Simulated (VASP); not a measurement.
A run of VASP 6.6.1:

INCAR

```
PREC = Accurate
ENCUT = 520
EDIFF = 1E-7
ISMEAR = -1
SIGMA = 0.05
LREAL = Auto
LASPH = True
NELM = 100
ALGO = Normal
ISIF = 2
LWAVE = False
LCHARG = False
GGA = PE
IVDW = 12
NBANDS = 46
```

KPOINTS

```
Automatic mesh
0
Gamma
  1 1 1
```

Contents of POSCAR:

```
HF
1.0
    6.4792240000      0.0000000000      0.0000000000
    0.0000000000      6.4792240000      0.0000000000
    0.0000000000      0.0000000000      6.4792240000
F H
8 8
Direct
    0.7542106894      0.3536997640      0.2971652161
    0.3838885644      0.2814534580      0.4517207616
    0.6856222288      1.0670876636      0.9623374651
    1.0524408479      0.4672936142      0.4996586011
    0.3585305895      0.5797299183      1.0118650011
    0.1425325008     -0.0997187317      0.9326425510
    0.8724810255      0.8020404913      0.2249343440
   -0.0247560510      0.0414555817      0.5645120465
    0.6114466794      0.3516624830      0.3393616273
    0.2579475567      0.3697973708      0.4607187527
    0.6844338149      1.1925502190      1.0473476453
    0.9477678191      0.3617871523      0.4792703571
    0.2582253677      0.6838010231      0.9891616650
    0.0780340362     -0.0613036376      0.8026115473
    0.8040314704      0.8803369045      0.1223294641
   -0.0664431420     -0.0370414729      0.4513657808
```

Potentials or basis: VASP PAW PBE potentials, release 64 (F, H).

Run with:

```console
$ cat potpaw_PBE.64/F/POTCAR potpaw_PBE.64/H/POTCAR > POTCAR
$ mpirun -np 1 vasp_gam > vasp.out
```

Hardware: 1 thread of AMD EPYC 9R45 96-Core Processor (Zen 5), on a shared host.

Q: How long does it take, and how much memory?

A: It took 12 s on 1 thread of AMD EPYC 9R45 96-Core Processor (Zen 5) (shared host), peak memory 0.26 GiB. Counts: scf iterations 17, k points 1.
